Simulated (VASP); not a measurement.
SiAs3:

```
CELL_PARAMETERS angstrom
3.67011 2.11894 3.48599
-3.67011 2.11894 3.48599
0.00000 -4.23788 3.48599
ATOMIC_POSITIONS crystal
Si 0.25760 0.25760 0.25760
Si 0.74240 0.74240 0.74240
As 0.79670 0.25500 0.79670
As 0.79670 0.79670 0.25500
As 0.25500 0.79670 0.79670
As 0.20330 0.74500 0.20330
As 0.74500 0.20330 0.20330
As 0.20330 0.20330 0.74500
```

```yaml
Program: VASP 6.6.1
Task: relaxation of cell and atoms
Functional: PBE
Potentials_or_basis: VASP PAW PBE potentials, release 64 (Si, As)
Cutoff: 600 eV
k_mesh: 3 × 3 × 3
Occupations: gaussian, width 0.1 eV
Spin: no spin polarisation
```

At the start: pressure 13.4 GPa; volume 20.33 Å³/atom.

Question: Where does the relaxation end?

Answer: Over 31 steps the energy falls by 338.5 meV/atom and the volume is 19.74 Å³/atom (-2.9 %); space group R-3m (No. 166, to 0.05 Å).

The path:
| step | energy change (eV) | largest force (eV/Å) | pressure (GPa) | volume (Å³) |
| --- | --- | --- | --- | --- |
| 1 | 0.0000 | 4.6970 | 13.44 | 162.66 |
| 2 | -0.5811 | 1.1366 | -11.26 | 206.03 |
| 3 | -2.0720 | 0.6323 | -3.95 | 182.20 |
| 4 | -2.0766 | 0.6944 | -3.53 | 181.40 |
| 5 | -2.0771 | 0.7380 | -3.26 | 180.91 |
| 6 | -2.4059 | 0.6297 | -1.58 | 172.09 |
| 7 | -2.5940 | 0.5375 | 2.47 | 159.74 |
| 8 | -2.6728 | 0.1396 | 0.16 | 161.39 |
| 9 | -2.6760 | 0.1033 | 0.49 | 161.10 |
| 10 | -2.6800 | 0.0453 | -0.25 | 162.53 |
| 11 | -2.6800 | 0.0497 | -0.21 | 162.42 |
| 12 | -2.6819 | 0.0481 | -0.11 | 162.10 |
| 13 | -2.6846 | 0.0846 | 0.17 | 161.15 |
| 14 | -2.6860 | 0.0726 | 0.04 | 161.19 |
| 15 | -2.6893 | 0.0446 | -0.32 | 161.31 |
| 16 | -2.6920 | 0.0325 | -1.00 | 161.54 |
| 17 | -2.6924 | 0.0338 | -1.00 | 161.49 |
| 18 | -2.6935 | 0.0388 | -1.03 | 161.33 |
| 19 | -2.6949 | 0.0532 | -1.06 | 161.02 |
| 20 | -2.6931 | 0.0923 | -1.09 | 160.39 |
| 21 | -2.6951 | 0.0605 | -1.07 | 160.89 |
| 22 | -2.6967 | 0.0576 | -0.96 | 160.65 |
| 23 | -2.7004 | 0.0527 | -0.61 | 159.91 |
| 24 | -2.7030 | 0.0672 | 0.09 | 158.44 |
| 25 | -2.7030 | 0.0639 | 0.03 | 158.58 |
| 26 | -2.7033 | 0.0637 | 0.02 | 158.55 |
| 27 | -2.7041 | 0.0632 | 0.02 | 158.48 |
| 28 | -2.7053 | 0.0623 | 0.01 | 158.34 |
| 29 | -2.7061 | 0.0606 | 0.01 | 158.06 |
| 30 | -2.7066 | 0.0486 | 0.00 | 158.03 |
| 31 | -2.7077 | 0.0191 | 0.00 | 157.94 |

Final structure:
```
Si As
1.0
     3.77374    2.17877    3.20162
    -3.77374    2.17877    3.20162
     0.00000   -4.35754    3.20162
Si As
2 6
Direct
  0.26233 0.26233 0.26233
  0.73767 0.73767 0.73767
  0.76503 0.26584 0.76503
  0.76503 0.76503 0.26584
  0.26584 0.76503 0.76503
  0.23497 0.73416 0.23497
  0.73416 0.23497 0.23497
  0.23497 0.23497 0.73416
```

Caveat: the k points lie up to 0.39 Å⁻¹ apart in the final cell.
